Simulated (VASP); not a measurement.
# InSb3 (Fm-3m) in VASP: further runs, part 2 of 2

VASP 6.6.1. The steps go on from the part before.

## (3) Relaxation of cell and atoms, PBEsol

INCAR reads:

```
SYSTEM = InSb3
PREC = Accurate ; ENCUT = 600
EDIFF = 1E-6 ; ISMEAR = 0
SIGMA = 0.1 ; LREAL = .FALSE.
LASPH = .TRUE. ; NELM = 60
ALGO = Normal ; ISIF = 3
LWAVE = .FALSE. ; LCHARG = .FALSE.
GGA = PS ; IBRION = 2
NSW = 100 ; EDIFFG = -0.005
```

KPOINTS reads:

```
regular mesh
0
G
  10 10 10
  0 0 0
```

POSCAR reads:

```
InSb3
1.0
    0.0000000000      3.7945550000      3.7945550000
    3.7945550000      0.0000000000      3.7945550000
    3.7945550000      3.7945550000      0.0000000000
In Sb
1 3
Direct
    0.0000000000      0.0000000000      0.0000000000
    0.2500000000      0.2500000000      0.2500000000
    0.7500000000      0.7500000000      0.7500000000
    0.5000000000      0.5000000000      0.5000000000
```

Potentials or basis: VASP PAW PBE potentials, release 64 (In_d, Sb).

The run is started by

```console
$ cat potpaw_PBE.64/In_d/POTCAR potpaw_PBE.64/Sb/POTCAR > POTCAR
$ mpirun -np 1 vasp_std > vasp.out
```

OUTCAR:

```text
SYSTEM = InSb3
   PREC = Accurate
   ENCUT = 600
   EDIFF = 1E-6
   ISMEAR = 0
   LREAL = .FALSE.
   LASPH = .TRUE.
   NELM = 60
   ISIF = 3
   GGA = PS
   IBRION = 2
   NSW = 100
   EDIFFG = -0.005

 ion  position               nearest neighbor table
   1  0.000  0.000  0.000-   2 3.29   3 3.29   3 3.29   3 3.29   3 3.29   2 3.29   2 3.29   2 3.29
                             4 3.79   4 3.79   4 3.79   4 3.79   4 3.79   4 3.79
   2  0.250  0.250  0.250-   1 3.29   4 3.29   1 3.29   1 3.29   1 3.29   4 3.29   4 3.29   4 3.29

   3  0.750  0.750  0.750-   1 3.29   4 3.29   4 3.29   4 3.29   4 3.29   1 3.29   1 3.29   1 3.29

   4  0.500  0.500  0.500-   2 3.29   3 3.29   2 3.29   2 3.29   2 3.29   3 3.29   3 3.29   3 3.29
                             1 3.79   1 3.79   1 3.79   1 3.79   1 3.79   1 3.79

  LATTYP: Found a face centered cubic cell.
 ALAT       =     7.5891100000

  Lattice vectors:

 A1 = (   0.0000000000,   3.7945550000,   3.7945550000)
 A2 = (   3.7945550000,   0.0000000000,   3.7945550000)
 A3 = (   3.7945550000,   3.7945550000,   0.0000000000)

Analysis of symmetry for initial positions (statically):
=====================================================================
 Subroutine PRICEL returns:
 Original cell was already a primitive cell.

 Routine SETGRP: Setting up the symmetry group for a
 face centered cubic supercell.

 Subroutine GETGRP returns: Found 48 space group operations
 (whereof 48 operations were pure point group operations)
 out of a pool of 48 trial point group operations.

The static configuration has the point symmetry O_h .

Analysis of symmetry for dynamics (positions and initial velocities):
=====================================================================
 Subroutine PRICEL returns:
 Original cell was already a primitive cell.

 Routine SETGRP: Setting up the symmetry group for a
 face centered cubic supercell.

[... 131 lines left out ...]
  Thomas-Fermi vector in A             =   2.174364
   LORBIT       =      0    0 simple, 1 ext, 2 COOP (PROOUT), +10 PAW based schemes
   GGA     = PS    functional components
   LHFCALC =     F    Hartree Fock is set to
   AEXX    =    0.0000 exact exchange contribution
   IVDW    =     0    specifies the selected vdW correction
   LEPSILON=     F    determine dielectric tensor
   LRPA    =     F    only Hartree local field effects (RPA)
 conjugate gradient relaxation of ions
 non-spin polarized calculation
 Gauss-broadening in eV      SIGMA  =   0.10
  energy-cutoff  :      600.00
  volume of cell :      109.27
 maximum number of plane-waves:      3695
 NGX is ok and might be reduce to    48
   NGX = 21   NGY = 21   NGZ = 21

--------------------------------------- Ionic step        1  -------------------------------------------

 number of electron      28.0000000 magnetization

 Free energy of the ion-electron system (eV)
  ---------------------------------------------------
  ext. energy  EPLUGINS =         0.00000000
  ---------------------------------------------------
  free energy    TOTEN  =       -16.10611135 eV

  energy without entropy =      -16.09612051  energy(sigma->0) =      -16.10111593

------------------------ aborting loop because EDIFF is reached ----------------------------------------

  FORCE on cell =-STRESS in cart. coord.  units (eV):
  Direction    XX          YY          ZZ          XY          YZ          ZX
  --------------------------------------------------------------------------------------
  -------------------------------------------------------------------------------------
  Total       -2.0963829     -2.0963829     -2.0963829     -0.0000000     -0.0000000     -0.0000000
  in kB      -30.7375069    -30.7375069    -30.7375069     -0.0000000     -0.0000000     -0.0000000
  external PRESSURE =     -30.7375069 kB  Pullay stress =       0.0000000 kB
[... 63 lines left out ...]
--------------------------------------- Ionic step        3  -------------------------------------------

 number of electron      28.0000000 magnetization

 Free energy of the ion-electron system (eV)
  ---------------------------------------------------
  ext. energy  EPLUGINS =         0.00000000
  ---------------------------------------------------
  free energy    TOTEN  =       -16.16677969 eV

  energy without entropy =      -16.15871346  energy(sigma->0) =      -16.16274658

 E-fermi :   8.5001     XC(G=0): -10.5047

 val. band max:        8.4925621049   @ k =  -0.3000   0.1000   0.0000
 cond. band min:       8.5600558849   @ k =   0.5000   0.0000   0.0000
 fundamental gap:      0.0674937800
 Fermi energy:         8.5001434213

 k-point     1 :       0.0000    0.0000    0.0000
  band No.  band energies     occupation
      1      -5.9254      2.00000
      2      -5.9254      2.00000
      3      -5.9254      2.00000
      4      -5.8859      2.00000
      5      -5.8859      2.00000
      6      -4.1275      2.00000
[... 481 lines left out ...]
      5      -5.8836      2.00000
      6      -2.8166      2.00000
[... 10 lines left out ...]
     17      10.6854      0.00000
     18      11.0578      0.00000

 [... further k-points ...]
[... 5 lines left out ...]
  --------------------------------------------------------------------------------------
  -------------------------------------------------------------------------------------
  Total        0.0084273      0.0084273      0.0084273      0.0000000      0.0000000      0.0000000
  in kB        0.1307193      0.1307193      0.1307193      0.0000000      0.0000000      0.0000000
  external PRESSURE =       0.1307193 kB  Pullay stress =       0.0000000 kB
[... 19 lines left out ...]
  FREE ENERGIE OF THE ION-ELECTRON SYSTEM (eV)
  ---------------------------------------------------
  free  energy   TOTEN  =       -16.1667796943 eV

  energy  without entropy=      -16.1587134621  energy(sigma->0) =      -16.16274658

 reached required accuracy - stopping structural energy minimisation
```

CONTCAR:

```text
InSb3
   1.00000000000000
    -0.0000000000000000    3.7239976541343225    3.7239976541343225
     3.7239976541343225    0.0000000000000000    3.7239976541343225
     3.7239976541343225    3.7239976541343225   -0.0000000000000000
  In              Sb
     1     3
Direct
     0.0000000000000000    0.0000000000000000    0.0000000000000000
     0.2500000000000000    0.2500000000000000    0.2500000000000000
     0.7500000000000000    0.7500000000000000    0.7500000000000000
     0.5000000000000000    0.5000000000000000    0.5000000000000000

  0.00000000E+00  0.00000000E+00  0.00000000E+00
  0.00000000E+00  0.00000000E+00  0.00000000E+00
  0.00000000E+00  0.00000000E+00  0.00000000E+00
  0.00000000E+00  0.00000000E+00  0.00000000E+00
```

Wall time 4.7 min (1 thread of Intel Xeon 8259CL, shared host); peak memory 0.4 GiB.

Results:

```
Free energy                           : -16.1668 eV
Relaxed volume                        : 25.82 Å³/atom
Relaxed cell                          : a = 5.267 Å, b = 5.267 Å, c = 5.267 Å, α = 60.00°, β = 60.00°, γ = 60.00°
Space group after relaxing (to 0.1 Å) : Fm-3m (No. 225)
Energy gained by relaxing             : 15.2 meV/atom
Ionic steps                           : 3
Pressure after relaxing               : 0.0 GPa
```

Step by step:
```
step  energy change (eV)  largest force (eV/Å)  pressure (GPa)  volume (Å³)
   1              0.0000                0.0000           -3.07       109.27
   2             -0.0519                0.0000            1.36       101.19
   3             -0.0607                0.0000            0.01       103.29
```

Final structure:
```yaml
crystal:
  lattice:
    - [0.00000, 3.72400, 3.72400]
    - [3.72400, 0.00000, 3.72400]
    - [3.72400, 3.72400, 0.00000]
  atoms:
    - { symbol: In, position: [0.00000, 0.00000, 0.00000] }
    - { symbol: Sb, position: [0.25000, 0.25000, 0.25000] }
    - { symbol: Sb, position: [0.75000, 0.75000, 0.75000] }
    - { symbol: Sb, position: [0.50000, 0.50000, 0.50000] }
```

Caveat: the highest band is partly filled, so the run has too few bands; the PAW data sets were made with another functional, which shifts forces and pressure a little; spin-orbit coupling is left out, which moves the levels of the heavy elements.
